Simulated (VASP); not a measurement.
# La (P6_3/mmc) in VASP: single point with LDA

Aim: the single point of La with LDA.

All numbers are computed with VASP 6.6.1; they aren't measurements. Logs are shortened: lines on timing, memory, paths and dates and some standing lists are left out, and cuts for length are marked.

## (1) The cell of the first run

Symmetry: P6_3/mmc, No. 194, hexagonal system. Conventional cell: a = 3.589 Å, b = 3.589 Å, c = 11.541 Å, α = 90.00°, β = 90.00°, γ = 120.00°. La (site symmetry -3m) has 12 La at 3.55 to 3.59 Å within 4.7 Å. La (site symmetry -6m2) has 12 La at 3.55 to 3.59 Å within 4.7 Å.

## (2) Single point, LDA

Input file INCAR:

```
PREC = Accurate
ENCUT = 520
EDIFF = 1E-6
ISMEAR = 0
SIGMA = 0.05
LREAL = F
LASPH = T
NELM = 100
ALGO = Fast
ISIF = 2
LWAVE = F
LCHARG = F
NBANDS = 30
```

Input file KPOINTS:

```
regular mesh
0
Gamma
  14 14 4
```

Input file POSCAR:

```
La
1.0
    3.5890272254      0.0000000000      0.0000000000
   -1.7945136127      3.1081887521      0.0000000000
    0.0000000000      0.0000000000     11.5411063667
La
4
Direct
    0.0000000000      0.0000000000      0.0000000000
    0.0000000000      0.0000000000      0.5000000000
    0.3333333333      0.6666666667      0.2500000000
    0.6666666667      0.3333333333      0.7500000000
```

Potentials or basis: VASP PAW LDA potentials, release 64 (La).

Run with:

```sh
$ cat potpaw_LDA.64/La/POTCAR > POTCAR
$ mpirun -np 1 vasp_std > vasp.out
```

OUTCAR:

```text
PREC = Accurate
   ENCUT = 520
   EDIFF = 1E-6
   ISMEAR = 0
   LREAL = F
   LASPH = T
   NELM = 100
   ISIF = 2

 ion  position               nearest neighbor table
   1  0.000  0.000  0.000-   3 3.55   4 3.55   4 3.55   3 3.55   4 3.55   3 3.55
   2  0.000  0.000  0.500-   3 3.55   4 3.55   4 3.55   3 3.55   4 3.55   3 3.55
   3  0.333  0.667  0.250-   1 3.55   2 3.55   1 3.55   2 3.55   1 3.55   2 3.55
   4  0.667  0.333  0.750-   1 3.55   2 3.55   1 3.55   2 3.55   1 3.55   2 3.55

  LATTYP: Found a hexagonal cell.
 ALAT       =     3.5890272254
 C/A-ratio  =     3.2156642014

  Lattice vectors:

 A1 = (   3.5890272254,   0.0000000000,   0.0000000000)
 A2 = (  -1.7945136127,   3.1081887521,   0.0000000000)
 A3 = (   0.0000000000,   0.0000000000,  11.5411063667)

Analysis of symmetry for initial positions (statically):
=====================================================================
 Subroutine PRICEL returns:
 Original cell was already a primitive cell.

 Routine SETGRP: Setting up the symmetry group for a
 hexagonal supercell.

 Subroutine GETGRP returns: Found 24 space group operations
 (whereof 12 operations were pure point group operations)
 out of a pool of 24 trial point group operations.

The static configuration has the point symmetry D_3d.
 The point group associated with its full space group is D_6h.

Analysis of symmetry for dynamics (positions and initial velocities):
=====================================================================
 Subroutine PRICEL returns:
 Original cell was already a primitive cell.

 Routine SETGRP: Setting up the symmetry group for a
 hexagonal supercell.

 Subroutine GETGRP returns: Found 24 space group operations
 (whereof 12 operations were pure point group operations)
 out of a pool of 24 trial point group operations.

The dynamic configuration has the point symmetry D_3d.
 The point group associated with its full space group is D_6h.

 Subroutine INISYM returns: Found 24 space group operations
 (whereof 12 operations are pure point group operations),
 and found     1 'primitive' translations

----------------------------------------------------------------------------------------

                                     Primitive cell

  volume of cell :     128.7454

  direct lattice vectors                    reciprocal lattice vectors
     3.589027225  0.000000000  0.000000000     0.278627031  0.160865391  0.000000000
    -1.794513613  3.108188752  0.000000000     0.000000000  0.321730783  0.000000000
     0.000000000  0.000000000 11.541106367     0.000000000  0.000000000  0.086646806

  length of vectors
     3.589027225  3.589027225 11.541106367     0.321730783  0.321730783  0.086646806

  position of ions in fractional coordinates (direct lattice)
     0.000000000  0.000000000  0.000000000
     0.000000000  0.000000000  0.500000000
     0.333333333  0.666666667  0.250000000
     0.666666667  0.333333333  0.750000000

  ion indices of the primitive-cell ions
   primitive index   ion index
                 1           1
                 2           2
                 3           3
                 4           4

----------------------------------------------------------------------------------------

 KPOINTS: regular mesh

Automatic generation of k-mesh.
 Grid dimensions read from file:
 generate k-points for:   14   14    4

 Generating k-lattice:

  Cartesian coordinates                     Fractional coordinates (reciprocal lattice)
     0.019901931  0.011490385  0.000000000     0.071428571  0.000000000  0.000000000
     0.000000000  0.022980770  0.000000000     0.000000000  0.071428571  0.000000000
     0.000000000  0.000000000  0.021661701     0.000000000  0.000000000  0.250000000

  Length of vectors
     0.022980770  0.022980770  0.021661701

  Shift w.r.t. Gamma in fractional coordinates (k-lattice)
     0.000000000  0.000000000  0.000000000

 Subroutine IBZKPT returns following result:
 ===========================================

 Found     72 irreducible k-points:

 Following reciprocal coordinates:
            Coordinates               Weight
  0.000000  0.000000  0.000000      1.000000
  0.071429  0.000000  0.000000      6.000000
  0.142857  0.000000  0.000000      6.000000
  0.214286  0.000000  0.000000      6.000000
  0.285714 -0.000000  0.000000      6.000000
  0.357143  0.000000  0.000000      6.000000
[... 16 lines left out ...]
  0.285714  0.285714  0.000000      6.000000
  0.357143  0.285714  0.000000      6.000000
 [... further k-points ...]
   k-points           NKPTS =     72   k-points in BZ     NKDIM =     72   number of bands    NBANDS=     30
   number of dos      NEDOS =    301   number of ions     NIONS =      4
   total plane-waves  NPLWV =  70560
   dimension x,y,z NGX =    28 NGY =   28 NGZ =   90
   dimension x,y,z NGXF=    56 NGYF=   56 NGZF=  180
   ions per type =               4
   NGX,Y,Z   is equivalent  to a cutoff of  12.97, 12.97, 12.96 a.u.
   NGXF,Y,Z  is equivalent  to a cutoff of  25.94, 25.94, 25.93 a.u.
 SYSTEM =  unknown system
   PREC   = accura    normal or accurate (medium, high low for compatibility)
   ISTART =      0    job   : 0-new  1-cont  2-samecut
   ICHARG =      2    charge: 1-file 2-atom 10-const
   ISPIN  =      1    spin polarized calculation?
   LNONCOLLINEAR =      F non collinear calculations
   LSORBIT =      F    spin-orbit coupling
   LASPH  =      T    aspherical Exc in radial PAW
   ENCUT  =  520.0 eV  38.22 Ry    6.18 a.u.   6.67  6.67 21.46*2*pi/ulx,y,z
   NELM   =    100;   NELMIN=  2; NELMDL= -5     # of ELM steps
   EDIFF  = 0.1E-05   stopping-criterion for ELM
   LREAL  =      F    real-space projection
   EDIFFG = 0.1E-04   stopping-criterion for IOM
   NSW    =      0    number of steps for IOM
   IBRION =     -1    ionic relax: 0-MD 1-quasi-New 2-CG
   NFREE  =      0    steps in history (QN), initial steepest desc. (CG)
   ISIF   =      2    stress and relaxation
   ISYM   =      2    0-nonsym 1-usesym 2-fastsym
   POTIM  = 0.5000    time-step for ionic-motion
   TEBEG  =    0.0;   TEEND  =   0.0 temperature during run
   PSTRESS=    0.0 pullay stress
   NELECT =      44.0000    total number of electrons
   NUPDOWN=      -1.0000    fix difference up-down
   EMIN   =  10.00;   EMAX   =-10.00  energy-range for DOS
   EFERMI =   0.00;   METHOD = LEGACY
   ISMEAR =     0;   SIGMA  =   0.05  broadening in eV -4-tet -1-fermi 0-gaus
   EFERMI_NEDOS =   21; number of points for ismear=-14 and -15
   IALGO  =     68    algorithm
   IMIX   =      4    mixing-type and parameters
     AMIX     =   0.40;   BMIX     =  1.00
     AMIX_MAG =   1.60;   BMIX_MAG =  1.00
  volume/ion in A,a.u.               =      32.19       217.20
  Fermi-wavevector in a.u.,A,eV,Ry     =   1.144586  2.162954 17.824689  1.310078
  Thomas-Fermi vector in A             =   2.281278
   LORBIT       =      0    0 simple, 1 ext, 2 COOP (PROOUT), +10 PAW based schemes
   GGA     = CA    functional components
   LHFCALC =     F    Hartree Fock is set to
   AEXX    =    0.0000 exact exchange contribution
   IVDW    =     0    specifies the selected vdW correction
   LEPSILON=     F    determine dielectric tensor
   LRPA    =     F    only Hartree local field effects (RPA)
 non-spin polarized calculation
 RMM-DIIS sequential band-by-band and
 Gauss-broadening in eV      SIGMA  =   0.05
  energy-cutoff  :      520.00
  volume of cell :      128.75
 maximum number of plane-waves:      3523
 NGX is ok and might be reduce to    28
   NGX = 13   NGY = 13   NGZ = 43

 number of electron      44.0000002 magnetization

 Free energy of the ion-electron system (eV)
  ---------------------------------------------------
  ext. energy  EPLUGINS =         0.00000000
  ---------------------------------------------------
  free energy    TOTEN  =       -22.32877191 eV

  energy without entropy =      -22.32128859  energy(sigma->0) =      -22.32503025

 E-fermi :   9.1521     XC(G=0): -10.3587

 val. band max:        9.1441519582   @ k =   0.0714   0.0714   0.0000
 cond. band min:       9.1541086008   @ k =   0.1429   0.0714   0.2500
 fundamental gap:      0.0099566427
 Fermi energy:         9.1520951850

 k-point     1 :       0.0000    0.0000    0.0000
  band No.  band energies     occupation
      1     -23.5019      2.00000
      2     -23.3281      2.00000
      3     -23.3208      2.00000
      4     -23.1367      2.00000
      5      -8.2481      2.00000
      6      -7.2650      2.00000
[... 22 lines left out ...]
     29      10.9070      0.00000
     30      10.9711      0.00000

 k-point     2 :       0.0714    0.0000    0.0000
  band No.  band energies     occupation
      1     -23.4878      2.00000
      2     -23.3175      2.00000
      3     -23.3103      2.00000
      4     -23.1301      2.00000
      5      -8.2171      2.00000
      6      -7.2744      2.00000
[... 22 lines left out ...]
     29      10.7642      0.00000
     30      10.9576      0.00000

 k-point     3 :       0.1429    0.0000    0.0000
  band No.  band energies     occupation
      1     -23.4475      2.00000
      2     -23.2877      2.00000
      3     -23.2804      2.00000
      4     -23.1121      2.00000
      5      -8.1267      2.00000
      6      -7.3188      2.00000
[... 22 lines left out ...]
     29      10.7628      0.00000
     30      10.8805      0.00000

 k-point     4 :       0.2143    0.0000    0.0000
  band No.  band energies     occupation
      1     -23.3867      2.00000
      2     -23.2441      2.00000
      3     -23.2367      2.00000
      4     -23.0875      2.00000
      5      -7.9868      2.00000
      6      -7.4521      2.00000
[... 616 lines left out ...]
     29      10.8596      0.00000
     30      11.0255      0.00000

 k-point    23 :       0.2857    0.2857    0.0000
  band No.  band energies     occupation
      1     -23.1188      2.00000
      2     -23.0878      2.00000
      3     -23.0798      2.00000
      4     -23.0493      2.00000
      5      -7.8884      2.00000
      6      -7.8294      2.00000
[... 22 lines left out ...]
     29      10.7700      0.00000
     30      10.9490      0.00000

 k-point    24 :       0.3571    0.2857    0.0000
  band No.  band energies     occupation
      1     -23.0926      2.00000
      2     -23.0808      2.00000
      3     -23.0727      2.00000
      4     -23.0614      2.00000
      5      -7.8662      2.00000
      6      -7.7774      2.00000
[... 22 lines left out ...]
     29      10.7999      0.00000
     30      10.8688      0.00000

 [... further k-points ...]

------------------------ aborting loop because EDIFF is reached ----------------------------------------

  FORCE on cell =-STRESS in cart. coord.  units (eV):
  Direction    XX          YY          ZZ          XY          YZ          ZX
  --------------------------------------------------------------------------------------
  -------------------------------------------------------------------------------------
  Total       -0.0767088     -0.0767088     -0.0817488      0.0000000      0.0000000      0.0000000
  in kB       -0.9546065     -0.9546065     -1.0173260      0.0000000      0.0000000      0.0000000
  external PRESSURE =      -0.9755130 kB  Pullay stress =       0.0000000 kB

 VOLUME and BASIS-vectors are now :
 -----------------------------------------------------------------------------
  energy-cutoff  :      520.00
  volume of cell :      128.75
      direct lattice vectors                 reciprocal lattice vectors
     3.589027225  0.000000000  0.000000000     0.278627031  0.160865391  0.000000000
    -1.794513613  3.108188752  0.000000000     0.000000000  0.321730783  0.000000000
     0.000000000  0.000000000 11.541106367     0.000000000  0.000000000  0.086646806

 POSITION                                       TOTAL-FORCE (eV/Angst)
 -----------------------------------------------------------------------------------
      0.00000      0.00000      0.00000        -0.000000      0.000000      0.000000
      0.00000      0.00000      5.77055        -0.000000      0.000000      0.000000
     -0.00000      2.07213      2.88528        -0.000000      0.000000     -0.000000
      1.79451      1.03606      8.65583         0.000000     -0.000000     -0.000000
 -----------------------------------------------------------------------------------
    total drift:                                0.000000     -0.000000      0.000000

  FREE ENERGIE OF THE ION-ELECTRON SYSTEM (eV)
  ---------------------------------------------------
  free  energy   TOTEN  =       -22.3287719130 eV

  energy  without entropy=      -22.3212885934  energy(sigma->0) =      -22.32503025
```

Run time: 21 min. Hardware: 1 thread of Intel Xeon Platinum 8259CL at 2.50GHz (Skylake/Cascade Lake), shared host; peak memory 0.36 GiB.

What came out:

| Property | Result |
| --- | --- |
| Free energy | -22.3288 eV |
| Pressure | -0.1 GPa |
| Band gap on the k mesh | zero (bands 22 and 23 overlap by 1.21 eV) |

Levels at points of the mesh, in eV from the Fermi level:
```
           k point  band 19  band 20  band 21  band 22  band 23  band 24  band 25  band 26
(0.00, 0.00, 0.00)    -1.73    -1.71     0.59     0.76     1.21     1.23     1.26     1.33
(0.50, 0.00, 0.00)    -1.85    -1.29    -0.87    -0.30    -0.24     0.47     1.13     1.18
(0.00, 0.00, 0.50)    -1.81    -1.81     0.69     0.69     1.29     1.30     1.33     1.36
(0.50, 0.00, 0.50)    -1.54    -1.54    -1.33    -1.33     0.60     0.60     1.35     1.35
```

Caveat: spin-orbit coupling is left out, which moves the levels of the heavy elements.
